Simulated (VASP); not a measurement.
# Ta: single point with PBE

Crystal: Ta.

```
Ta
1.0
    -1.61385    1.65948    1.78394
     1.61385   -1.65948    1.78394
     1.61385    1.65948   -1.78394
Ta
1
Direct
  0.00000 0.00000 0.00000
```

This cell differs from its parent crystal: normal strain along x -0.0275, normal strain along z +0.0750.

- Program: VASP 6.6.1
- Task: single point
- Functional: PBE
- Potentials or basis: VASP PAW PBE potentials, release 64 (Ta_pv)
- Cutoff: 520 eV
- k mesh: 18 × 18 × 18
- Occupations: gaussian, width 0.15 eV
- Spin: no spin polarisation
- Dipole correction: no
- Further INCAR settings: ALGO = Fast; EDIFF = 1e-07; NBANDS = 12

| Quantity | Value |
| --- | --- |
| Pressure | -7.2 GPa |

Stress tensor (GPa, compression positive):
```
 -3.84   0.00   0.00
  0.00  -5.69   0.00
  0.00   0.00 -12.01
```

Levels at points of the mesh, in eV from the Fermi level:
```tsv
k point	band 3	band 4	band 5	band 6	band 7	band 8
(0.00, 0.00, 0.00)	-33.34	-7.72	0.26	0.63	1.40	2.99
(0.50, 0.00, 0.00)	-33.34	-4.20	-0.84	1.04	2.72	4.49
(0.00, 0.50, 0.00)	-33.36	-4.17	-1.21	1.24	2.96	4.94
(0.50, 0.50, 0.00)	-33.40	-4.11	-2.04	1.71	4.39	5.12
(0.50, 0.50, 0.50)	-33.93	-3.63	-3.37	6.13	6.39	6.49
```

Wall time 120 s on 1 thread of Intel Xeon 6975P-C (shared host), peak memory 0.3 GiB.

Caveat: the cell differs from its parent crystal (normal strain along x -0.0275, normal strain along z +0.0750); spin-orbit coupling is left out, which moves the levels of the heavy elements.
